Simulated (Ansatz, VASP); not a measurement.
Two plane-wave programs on Pd

```xyz
1
Lattice="0.0000 1.9549 1.9549 1.9549 0.0000 1.9549 1.9549 1.9549 0.0000" Properties=species:S:1:pos:R:3 pbc="T T T"
Pd    0.0000    0.0000    0.0000
```

Alike in both runs: functional r2SCAN; k mesh 24 × 24 × 24; occupations fermi-dirac, width 0.08 eV; no spin polarisation.

Ansatz relaxed the structure, and its values are those at the end. VASP's run is a single point on that final structure, the one shown.

|  | VASP | Ansatz |
| --- | --- | --- |
| version | VASP 6.6.1 | Ansatz 0.2.0 |
| potentials or method | VASP PAW PBE potentials, release 64 (Pd) | PAW with Ansatz's default frozen-core files, scalar-relativistic |
| plane-wave cutoff (eV) | 520 | 500 |
| valence electrons in the cell | 10 | 18 |

```tsv
	VASP	Ansatz	Ansatz less VASP
pressure (GPa)	0.7	0.0	-0.68
```

VASP's potentials were made for PBE, not for r2SCAN. The functional is the same, so the differences come from potentials, cutoffs and numerics. VASP's potentials hold 10 valence electrons a cell and Ansatz's 18, so a difference there can come from the potentials and not from the codes.
